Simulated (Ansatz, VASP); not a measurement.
# Two plane-wave programs on Na

The input INCAR:

```
SYSTEM = Na
  ALGO = Normal
  EDIFF = 1E-6
  ENCUT = 520
  GGA = PS
  ISIF = 2
  ISMEAR = 0
  LASPH = .TRUE.
  LCHARG = .FALSE.
  LREAL = .FALSE.
  LWAVE = .FALSE.
  NBANDS = 10
  NELM = 100
  PREC = Accurate
  SIGMA = 0.1
```

KPOINTS

```
k-points
0
G
  14 14 14
  0 0 0
```

Contents of POSCAR:

```
Na
1.0
   -2.1518731601      2.1518731601      2.1518731601
    2.1518731601     -2.1518731601      2.1518731601
    2.1518731601      2.1518731601     -2.1518731601
Na
1
Direct
    0.0000000000      0.0000000000      0.0000000000
```

Input for Ansatz:

```yaml
crystal:
  lattice:
    - [-2.1518731601, 2.1518731601, 2.1518731601]
    - [2.1518731601, -2.1518731601, 2.1518731601]
    - [2.1518731601, 2.1518731601, -2.1518731601]
  atoms:
    - { symbol: Na, position: [0.0, 0.0, 0.0] }
basis:
  ecutwfc: 420
kpoints:
  mp_grid: { grid: [14, 14, 14] }
hamiltonian:
  xc: pbesol
scf:
  occupations: { method: gaussian, width: 0.1 }
output:
  forces: true
  stress: true
  eigenvalues: true
```

Alike in both runs: task single point; functional PBEsol; k mesh 14 × 14 × 14; occupations gaussian, width 0.1 eV; no spin polarisation.

```csv
,VASP,Ansatz
version,VASP 6.6.1,Ansatz 0.2.0
potentials or method,"VASP PAW PBE potentials, release 64 (Na_pv), cutoff 520 eV","scalar-relativistic, plane waves, PAW"
valence electrons in the cell,7,9
```

```csv
,VASP,Ansatz,Ansatz less VASP
gap on the k mesh at the Fermi level (eV),none,none,-
pressure (GPa),-0.6,-0.6,+0.02
```

VASP's potentials were made for PBE, not for PBEsol. A gap of «none» marks a metal or a gap that the smearing closes. VASP's potentials hold 7 valence electrons a cell and Ansatz's 9, so a difference there can come from the potentials and not from the codes.
